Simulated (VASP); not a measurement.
# ScCu (Pm-3m) in VASP: a series of runs

ScCu is run at these levels: LDA; tasks: electric field gradients.

All numbers are computed with VASP 6.6.1; they aren't measurements. Logs are shortened: lines on timing, memory, paths and dates and some standing lists are left out, and cuts for length are marked.

## (1) The cell of the first run

Symmetry: Pm-3m, No. 221, cubic system. Conventional cell: a = 3.278 Å, b = 3.278 Å, c = 3.278 Å, α = 90.00°, β = 90.00°, γ = 90.00°. Within 3.7 Å of Sc (site symmetry m-3m) lie 8 Cu at 2.84 Å and 6 Sc at 3.28 Å. Cu (site symmetry m-3m) has 8 Sc at 2.84 Å and 6 Cu at 3.28 Å within 3.7 Å.

## (2) Electric field gradients, LDA (volume scaled by 1.02)

Contents of INCAR:

```
PREC = Accurate ; ENCUT = 520
EDIFF = 1E-8 ; ISMEAR = -1
SIGMA = 0.05 ; LREAL = F
LASPH = T ; NELM = 100
ALGO = Normal ; ISIF = 2
LWAVE = F ; LCHARG = F
GGA = CA ; LEFG = T
NBANDS = 18
```

Contents of KPOINTS:

```
regular mesh
0
Gamma
  11 11 11
```

Contents of POSCAR:

```
ScCu
1.0
    3.2775635423      0.0000000000      0.0000000000
    0.0000000000      3.2775635423      0.0000000000
    0.0000000000      0.0000000000      3.2775635423
Sc Cu
1 1
Direct
    0.5000000000      0.5000000000      0.5000000000
    0.0000000000      0.0000000000      0.0000000000
```

Potentials or basis: VASP PAW LDA potentials, release 64 (Sc_sv, Cu).

Launch:

```bash
cat potpaw_LDA.64/Sc_sv/POTCAR potpaw_LDA.64/Cu/POTCAR > POTCAR
mpirun -np 1 vasp_std > vasp.out
```

OUTCAR:

```text
PREC = Accurate
   ENCUT = 520
   EDIFF = 1E-8
   ISMEAR = -1
   LREAL = F
   LASPH = T
   NELM = 100
   ISIF = 2
   GGA = CA

 ion  position               nearest neighbor table
   1  0.500  0.500  0.500-   2 2.84   2 2.84   2 2.84   2 2.84   2 2.84   2 2.84   2 2.84   2 2.84

   2  0.000  0.000  0.000-   1 2.84   1 2.84   1 2.84   1 2.84   1 2.84   1 2.84   1 2.84   1 2.84

  LATTYP: Found a simple cubic cell.
 ALAT       =     3.2775635423

  Lattice vectors:

 A1 = (   3.2775635423,   0.0000000000,   0.0000000000)
 A2 = (   0.0000000000,   3.2775635423,   0.0000000000)
 A3 = (   0.0000000000,   0.0000000000,   3.2775635423)

Analysis of symmetry for initial positions (statically):
=====================================================================
 Subroutine PRICEL returns:
 Original cell was already a primitive cell.

 Routine SETGRP: Setting up the symmetry group for a
 simple cubic supercell.

 Subroutine GETGRP returns: Found 48 space group operations
 (whereof 48 operations were pure point group operations)
 out of a pool of 48 trial point group operations.

The static configuration has the point symmetry O_h .

Analysis of symmetry for dynamics (positions and initial velocities):
=====================================================================
 Subroutine PRICEL returns:
 Original cell was already a primitive cell.

 Routine SETGRP: Setting up the symmetry group for a
 simple cubic supercell.

 Subroutine GETGRP returns: Found 48 space group operations
 (whereof 48 operations were pure point group operations)
 out of a pool of 48 trial point group operations.

The dynamic configuration has the point symmetry O_h .

 Subroutine INISYM returns: Found 48 space group operations
 (whereof 48 operations are pure point group operations),
 and found     1 'primitive' translations

----------------------------------------------------------------------------------------

                                     Primitive cell

  volume of cell :      35.2090

  direct lattice vectors                    reciprocal lattice vectors
     3.277563542  0.000000000  0.000000000     0.305104687  0.000000000  0.000000000
     0.000000000  3.277563542  0.000000000     0.000000000  0.305104687  0.000000000
     0.000000000  0.000000000  3.277563542     0.000000000  0.000000000  0.305104687

  length of vectors
     3.277563542  3.277563542  3.277563542     0.305104687  0.305104687  0.305104687

  position of ions in fractional coordinates (direct lattice)
     0.500000000  0.500000000  0.500000000
     0.000000000  0.000000000  0.000000000

  ion indices of the primitive-cell ions
   primitive index   ion index
                 1           1
                 2           2

----------------------------------------------------------------------------------------

 KPOINTS: regular mesh

Automatic generation of k-mesh.
 Grid dimensions read from file:
 generate k-points for:   11   11   11

 Generating k-lattice:

  Cartesian coordinates                     Fractional coordinates (reciprocal lattice)
     0.027736790  0.000000000  0.000000000     0.090909091  0.000000000  0.000000000
     0.000000000  0.027736790  0.000000000     0.000000000  0.090909091  0.000000000
     0.000000000  0.000000000  0.027736790     0.000000000  0.000000000  0.090909091

  Length of vectors
     0.027736790  0.027736790  0.027736790

  Shift w.r.t. Gamma in fractional coordinates (k-lattice)
     0.000000000  0.000000000  0.000000000

 Subroutine IBZKPT returns following result:
 ===========================================

 Found     56 irreducible k-points:

 Following reciprocal coordinates:
            Coordinates               Weight
  0.000000  0.000000  0.000000      1.000000
  0.090909  0.000000  0.000000      6.000000
  0.181818  0.000000  0.000000      6.000000
  0.272727  0.000000  0.000000      6.000000
  0.363636  0.000000  0.000000      6.000000
  0.454545  0.000000  0.000000      6.000000
[... 16 lines left out ...]
  0.181818  0.090909  0.090909     24.000000
  0.272727  0.090909  0.090909     24.000000
 [... further k-points ...]
   k-points           NKPTS =     56   k-points in BZ     NKDIM =     56   number of bands    NBANDS=     18
   number of dos      NEDOS =    301   number of ions     NIONS =      2
   total plane-waves  NPLWV =  13824
   dimension x,y,z NGX =    24 NGY =   24 NGZ =   24
   dimension x,y,z NGXF=    48 NGYF=   48 NGZF=   48
   ions per type =               1   1
   NGX,Y,Z   is equivalent  to a cutoff of  12.17, 12.17, 12.17 a.u.
   NGXF,Y,Z  is equivalent  to a cutoff of  24.35, 24.35, 24.35 a.u.
 SYSTEM =  unknown system
   PREC   = accura    normal or accurate (medium, high low for compatibility)
   ISTART =      0    job   : 0-new  1-cont  2-samecut
   ICHARG =      2    charge: 1-file 2-atom 10-const
   ISPIN  =      1    spin polarized calculation?
   LNONCOLLINEAR =      F non collinear calculations
   LSORBIT =      F    spin-orbit coupling
   LASPH  =      T    aspherical Exc in radial PAW
   ENCUT  =  520.0 eV  38.22 Ry    6.18 a.u.   6.09  6.09  6.09*2*pi/ulx,y,z
   NELM   =    100;   NELMIN=  2; NELMDL= -5     # of ELM steps
   EDIFF  = 0.1E-07   stopping-criterion for ELM
   LREAL  =      F    real-space projection
   EDIFFG = 0.1E-06   stopping-criterion for IOM
   NSW    =      0    number of steps for IOM
   IBRION =     -1    ionic relax: 0-MD 1-quasi-New 2-CG
   NFREE  =      0    steps in history (QN), initial steepest desc. (CG)
   ISIF   =      2    stress and relaxation
   ISYM   =      2    0-nonsym 1-usesym 2-fastsym
   POTIM  = 0.5000    time-step for ionic-motion
   TEBEG  =    0.0;   TEEND  =   0.0 temperature during run
   PSTRESS=    0.0 pullay stress
   NELECT =      22.0000    total number of electrons
   NUPDOWN=      -1.0000    fix difference up-down
   EMIN   =  10.00;   EMAX   =-10.00  energy-range for DOS
   EFERMI =   0.00;   METHOD = LEGACY
   ISMEAR =    -1;   SIGMA  =   0.05  broadening in eV -4-tet -1-fermi 0-gaus
   EFERMI_NEDOS =   21; number of points for ismear=-14 and -15
   IALGO  =     38    algorithm
   IMIX   =      4    mixing-type and parameters
     AMIX     =   0.40;   BMIX     =  1.00
     AMIX_MAG =   1.60;   BMIX_MAG =  1.00
  volume/ion in A,a.u.               =      17.60       118.80
  Fermi-wavevector in a.u.,A,eV,Ry     =   1.399581  2.644824 26.651447  1.958826
  Thomas-Fermi vector in A             =   2.522626
   LORBIT       =      0    0 simple, 1 ext, 2 COOP (PROOUT), +10 PAW based schemes
   GGA     = CA    functional components
   LHFCALC =     F    Hartree Fock is set to
   AEXX    =    0.0000 exact exchange contribution
   IVDW    =     0    specifies the selected vdW correction
   LEPSILON=     F    determine dielectric tensor
   LRPA    =     F    only Hartree local field effects (RPA)
 non-spin polarized calculation
  energy-cutoff  :      520.00
  volume of cell :       35.21
 maximum number of plane-waves:       962
   NGX = 13   NGY = 13   NGZ = 13

 number of electron      21.9999957 magnetization

 Free energy of the ion-electron system (eV)
  ---------------------------------------------------
  ext. energy  EPLUGINS =         0.00000000
  ---------------------------------------------------
  free energy    TOTEN  =       -11.87220281 eV

  energy without entropy =      -11.85705982  energy(sigma->0) =      -11.86463131

 E-fermi :   5.1011     XC(G=0): -11.3331

 val. band max:        5.0864637778   @ k =   0.2727   0.2727   0.0000
 cond. band min:       5.1042853994   @ k =   0.2727   0.1818   0.0000
 fundamental gap:      0.0178216216
 Fermi energy:         5.1011255950

 k-point     1 :       0.0000    0.0000    0.0000
  band No.  band energies     occupation
      1     -44.0446      2.00000
      2     -22.9039      2.00000
      3     -22.9039      2.00000
      4     -22.9039      2.00000
      5      -1.8553      2.00000
      6       1.3211      2.00000
[... 10 lines left out ...]
     17      11.7804      0.00000
     18      11.7804      0.00000

 k-point     2 :       0.0909    0.0000    0.0000
  band No.  band energies     occupation
      1     -44.0430      2.00000
      2     -22.9220      2.00000
      3     -22.9024      2.00000
      4     -22.9024      2.00000
      5      -1.7225      2.00000
      6       1.3494      2.00000
[... 10 lines left out ...]
     17      12.1208      0.00000
     18      12.1208      0.00000

 k-point     3 :       0.1818    0.0000    0.0000
  band No.  band energies     occupation
      1     -44.0385      2.00000
      2     -22.9702      2.00000
      3     -22.8984      2.00000
      4     -22.8984      2.00000
      5      -1.3336      2.00000
      6       1.4272      2.00000
[... 10 lines left out ...]
     17      12.9684      0.00000
     18      12.9684      0.00000

 k-point     4 :       0.2727    0.0000    0.0000
  band No.  band energies     occupation
      1     -44.0327      2.00000
      2     -23.0327      2.00000
      3     -22.8933      2.00000
      4     -22.8933      2.00000
      5      -0.7186      2.00000
      6       1.5336      2.00000
[... 10 lines left out ...]
     17      14.0957      0.00000
     18      14.0957      0.00000

 k-point     5 :       0.3636    0.0000    0.0000
  band No.  band energies     occupation
      1     -44.0273      2.00000
      2     -23.0896      2.00000
      3     -22.8885      2.00000
      4     -22.8885      2.00000
      5       0.0533      2.00000
      6       1.6366      2.00000
[... 10 lines left out ...]
     17      15.3886      0.00000
     18      15.3886      0.00000

 k-point     6 :       0.4545    0.0000    0.0000
  band No.  band energies     occupation
      1     -44.0241      2.00000
      2     -23.1231      2.00000
      3     -22.8856      2.00000
      4     -22.8856      2.00000
      5       0.7544      2.00000
      6       1.7005      2.00000
[... 307 lines left out ...]
 k-point    21 :       0.4545    0.4545    0.0000
  band No.  band energies     occupation
      1     -44.0046      2.00000
      2     -23.0911      2.00000
      3     -23.0904      2.00000
      4     -22.8660      2.00000
      5       0.9964      2.00000
      6       1.2384      2.00000
[... 10 lines left out ...]
     17      11.5099      0.00000
     18      12.1746      0.00000

 k-point    22 :       0.0909    0.0909    0.0909
  band No.  band energies     occupation
      1     -44.0397      2.00000
      2     -22.9211      2.00000
      3     -22.9177      2.00000
      4     -22.9177      2.00000
      5      -1.4630      2.00000
      6       1.4139      2.00000
[... 10 lines left out ...]
     17      11.7258      0.00000
     18      11.8603      0.00000

 k-point    23 :       0.1818    0.0909    0.0909
  band No.  band energies     occupation
      1     -44.0352      2.00000
      2     -22.9667      2.00000
      3     -22.9154      2.00000
      4     -22.9136      2.00000
      5      -1.0867      2.00000
      6       1.4814      2.00000
[... 10 lines left out ...]
     17      12.4516      0.00000
     18      12.5092      0.00000

 k-point    24 :       0.2727    0.0909    0.0909
  band No.  band energies     occupation
      1     -44.0294      2.00000
      2     -23.0285      2.00000
      3     -22.9098      2.00000
      4     -22.9082      2.00000
      5      -0.4960      2.00000
      6       1.5737      2.00000
[... 10 lines left out ...]
     17      13.2903      0.00000
     18      13.4825      0.00000

 [... further k-points ...]
[... 5 lines left out ...]
  --------------------------------------------------------------------------------------
  -------------------------------------------------------------------------------------
  Total       -1.8787334     -1.8787334     -1.8787334     -0.0000000     -0.0000000     -0.0000000
  in kB      -85.4913890    -85.4913890    -85.4913890     -0.0000000     -0.0000000     -0.0000000
  external PRESSURE =     -85.4913890 kB  Pullay stress =       0.0000000 kB

 VOLUME and BASIS-vectors are now :
 -----------------------------------------------------------------------------
  energy-cutoff  :      520.00
  volume of cell :       35.21
      direct lattice vectors                 reciprocal lattice vectors
     3.277563542  0.000000000  0.000000000     0.305104687  0.000000000  0.000000000
     0.000000000  3.277563542  0.000000000     0.000000000  0.305104687  0.000000000
     0.000000000  0.000000000  3.277563542     0.000000000  0.000000000  0.305104687

 POSITION                                       TOTAL-FORCE (eV/Angst)
 -----------------------------------------------------------------------------------
      1.63878      1.63878      1.63878         0.000000      0.000000      0.000000
      0.00000      0.00000      0.00000         0.000000      0.000000      0.000000
 -----------------------------------------------------------------------------------
    total drift:                                0.000000      0.000000     -0.000000

  FREE ENERGIE OF THE ION-ELECTRON SYSTEM (eV)
  ---------------------------------------------------
  free  energy   TOTEN  =       -11.8722028140 eV

  energy  without entropy=      -11.8570598152  energy(sigma->0) =      -11.86463131

 Electric field gradients (V/A^2)
---------------------------------------------------------------------
 ion       V_xx      V_yy      V_zz      V_xy      V_xz      V_yz
---------------------------------------------------------------------
   1       0.000     0.000    -0.000     0.000     0.000    -0.000
   2       0.000     0.000     0.000     0.000    -0.000     0.000
---------------------------------------------------------------------

 Electric field gradients after diagonalization (V/A^2)
 (convention: |V_zz| > |V_xx| > |V_yy|)
----------------------------------------------------------------------
 ion       V_xx      V_yy      V_zz     asymmetry (V_yy - V_xx)/ V_zz
----------------------------------------------------------------------
   1       0.000     0.000    -0.000       0.260
   2       0.000     0.000     0.000      -0.072
----------------------------------------------------------------------

           NMR quadrupolar parameters

 Cq : quadrupolar parameter    Cq=e*Q*V_zz/h
 eta: asymmetry parameters     (V_yy - V_xx)/ V_zz
 Q  : nuclear electric quadrupole moment in mb (millibarn)
----------------------------------------------------------------------
 ion       Cq(MHz)       eta       Q (mb)
----------------------------------------------------------------------
   1      -0.000       0.260       1.000
   2       0.000      -0.072       1.000
----------------------------------------------------------------------
```

Wall time 22 s (1 thread of Intel Xeon Platinum 8375C at 2.90GHz (Ice Lake), shared host); peak memory 0.15 GiB.

Results:

- Free energy: -11.8722 eV
- Pressure: -8.5 GPa
- Band gap on the k mesh: zero (band 11 reaches 5.59 eV, above the bottom of band 12 at 3.83 eV)

Levels at points of the mesh, in eV from the Fermi level:
```tsv
k point	band 9	band 10	band 11	band 12	band 13	band 14
(0.00, 0.00, 0.00)	-2.99	-2.99	0.47	0.47	3.05	3.05
```

Caveat: without QUAD_EFG the Cq values of the log hold for a quadrupole moment of 1 mb, not for the nuclei.

[end of part 1 of 2]
